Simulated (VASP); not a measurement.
Wanted: the native input for a VASP 6.6.1 run.

```
Task                               : single point
Functional                         : HSE06
Potentials or basis                : VASP PAW PBE potentials, release 64 (Si, C)
Cutoff                             : 520 eV
k mesh                             : 6 × 6 × 4
Occupations                        : gaussian, width 0.01 eV
Spin                               : no spin polarisation
Dipole correction                  : no
Grid for exact exchange (PRECFOCK) : Normal
Further INCAR settings             : ALGO = Normal; EDIFF = 1e-06; NBANDS = 16
Share of exact exchange            : 0.25
Screening parameter                : 0.2079 1/Å
```

SiC:

```
Si C
1.0
     2.94250    0.00000    0.00000
    -1.47125    2.54828    0.00000
     0.00000    0.00000    4.83003
Si C
2 2
Cartesian
  0.0000 1.6989 2.4135
  1.4713 0.8494 4.8285
  0.0000 1.6989 4.2278
  1.4713 0.8494 1.8128
```

This cell differs from its parent crystal: strain -4.3%.

The input as run:

POSCAR

```
SiC
1.0
    2.9425010261      0.0000000000      0.0000000000
   -1.4712505130      2.5482806392      0.0000000000
    0.0000000000      0.0000000000      4.8300304570
Si C
2 2
Direct
    0.3333333333      0.6666666667      0.4996894510
    0.6666666667      0.3333333333      0.9996894510
    0.3333333333      0.6666666667      0.8753105490
    0.6666666667      0.3333333333      0.3753105490
```

INCAR.step1

```
ALGO = Normal ; EDIFF = 1E-5
ENCUT = 520 ; GGA = PE
ISIF = 2 ; ISMEAR = 0
LASPH = True ; LCHARG = False
LREAL = False ; LWAVE = True
NBANDS = 16 ; NELM = 60
PREC = Accurate ; SIGMA = 0.01
```

INCAR.step2

```
ALGO = Normal ; EDIFF = 1E-6
ENCUT = 520 ; GGA = PE
HFSCREEN = 0.2079 ; ISIF = 2
ISMEAR = 0 ; ISTART = 1
LASPH = True ; LCHARG = False
LHFCALC = True ; LREAL = False
LWAVE = False ; NBANDS = 16
NELM = 60 ; PREC = Accurate
PRECFOCK = Normal ; SIGMA = 0.01
```

KPOINTS

```
k-points
0
Gamma
  6 6 4
```

Potentials or basis: VASP PAW PBE potentials, release 64 (Si, C).

Launch:

```bash
$ cat potpaw_PBE.64/Si/POTCAR potpaw_PBE.64/C/POTCAR > POTCAR
$ cp INCAR.step1 INCAR
$ mpirun -np 1 vasp_std > vasp.out
$ cp INCAR.step2 INCAR
$ mpirun -np 1 vasp_std > vasp.out
```

Results of the run:

* Pressure: 37.2 GPa
* Largest force: 0.020 eV/Å
* Band gap on the k mesh: 2.94 eV (least direct gap 5.38 eV)

Caveat: the cell differs from its parent crystal (strain -4.3%); the cell stands under pressure; the PAW data sets were made with another functional, which shifts forces and pressure a little.

Wall time 10 min on 1 thread of Intel(R) Xeon(R) 6975P-C (Granite Rapids) (shared host), peak memory 0.25 GiB.
